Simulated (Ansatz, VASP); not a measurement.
Ni in VASP and in Ansatz

The input INCAR:

```
SYSTEM = Ni
PREC = Accurate
ENCUT = 520
EDIFF = 1E-6
ISMEAR = 0
SIGMA = 0.05
LREAL = .FALSE.
LASPH = .TRUE.
NELM = 150
ALGO = Normal
ISIF = 2
LWAVE = .FALSE.
LCHARG = .FALSE.
ISPIN = 2
MAGMOM = 0.71
LORBIT = 11
LMAXMIX = 4
GGA = CA
NBANDS = 15
```

The input KPOINTS:

```
Automatic mesh
0
G
  22 22 22
  0 0 0
```

Contents of POSCAR:

```
Ni
1.0
    0.0000000000      1.7123229066      1.7123229066
    1.7123229066      0.0000000000      1.7123229066
    1.7123229066      1.7123229066      0.0000000000
Ni
1
Direct
    0.0000000000      0.0000000000      0.0000000000
```

Input for Ansatz:

```yaml
crystal:
  lattice:
    - [0.0, 1.7123229066, 1.7123229066]
    - [1.7123229066, 0.0, 1.7123229066]
    - [1.7123229066, 1.7123229066, 0.0]
  atoms:
    - { symbol: Ni, position: [0.0, 0.0, 0.0], spin: 0.71 }
basis:
  ecutwfc: 420
  ecutrho_ratio: 4
kpoints:
  mp_grid: { grid: [22, 22, 22] }
hamiltonian:
  xc: lda
scf:
  occupations: { method: gaussian, width: 0.05 }
output:
  forces: true
  stress: true
  eigenvalues: true
  populations: true
magnetization:
  spin_polarized: true
```

Alike in both runs: task single point; functional LDA; k mesh 22 × 22 × 22; occupations gaussian, width 0.05 eV; collinear spin.

```csv
,VASP,Ansatz
version,VASP 6.6.1,Ansatz 0.2.0
potentials or method,"VASP PAW LDA potentials, release 64 (Ni), cutoff 520 eV","scalar-relativistic, plane waves, PAW"
valence electrons in the cell,10,18
```

|  | VASP | Ansatz | Ansatz less VASP |
| --- | --- | --- | --- |
| gap on the k mesh at the Fermi level (eV) | none | none | - |
| pressure (GPa) | -0.5 | -0.1 | +0.48 |
| net moment per atom (μB) | 0.57 | 0.63 | +0.059 |
| size of the moment on the site where the two differ most (μB) | 0.57 | 0.66 | +0.084 |

LDA's correlation is that of Perdew and Zunger in VASP and of Perdew and Wang (1992) in Ansatz. Site moments also hang on the region over which each program counts them. A gap of «none» marks a metal or a gap that the smearing closes. VASP's potentials hold 10 valence electrons a cell and Ansatz's 18, so a difference there can come from the potentials and not from the codes.
